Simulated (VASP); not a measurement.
B2W: electric field gradients with LDA

Crystal: B2W.

```xyz
3
Lattice="3.0300 0.0000 0.0000 -1.5150 2.6241 0.0000 0.0000 0.0000 3.0601" Properties=species:S:1:pos:R:3 pbc="T T T"
B     0.0000    1.7494    1.5301
B     1.5150    0.8747    1.5301
W     0.0000    0.0000    0.0000
```

This cell differs from its parent crystal: volume scaled by 1.01.

```
Program                : VASP 6.6.1
Task                   : electric field gradients
Functional             : LDA
Potentials or basis    : VASP PAW LDA potentials, release 64 (B, W_sv)
Cutoff                 : 520 eV
k mesh                 : 14 × 14 × 12
Occupations            : fermi-dirac, width 0.05 eV
Spin                   : no spin polarisation
Dipole correction      : no
Further INCAR settings : ALGO = Normal; EDIFF = 1e-08; NBANDS = 17
```

```yaml
Pressure: 19.9 GPa
Band_gap_on_the_k_mesh: zero (band 10 reaches 15.52 eV, above the bottom of band 11 at 10.83 eV)
```

Stress tensor (GPa, compression positive):
```
14.29  0.00  0.00
 0.00 14.29  0.00
 0.00  0.00 31.00
```

Levels at points of the mesh, in eV from the Fermi level:
```csv
k point,band 8,band 9,band 10,band 11,band 12,band 13
"(0.00, 0.00, 0.00)",-6.12,-3.68,0.34,0.34,3.29,3.29
"(0.50, 0.00, 0.00)",-6.33,-5.46,-0.65,1.38,1.49,2.24
"(0.00, 0.00, 0.50)",-3.67,-2.96,-2.96,-2.68,-2.68,0.74
"(0.50, 0.00, 0.50)",-7.93,-4.99,2.00,2.05,3.29,5.10
```

Electric field gradients, principal values (V/Å²):
```csv
atom,least,middle,greatest (by size)
1 B,-1.024,-1.024,2.048
2 B,-1.024,-1.024,2.048
3 W,-7.816,-7.817,15.633
```

Run time: 31 s on 1 thread of AMD EPYC 9R45 96-Core Processor (Zen 5) (shared host), peak memory 0.15 GiB.

Caveat: without QUAD_EFG the Cq values of the log hold for a quadrupole moment of 1 mb, not for the nuclei; spin-orbit coupling is left out, which moves the levels of the heavy elements.
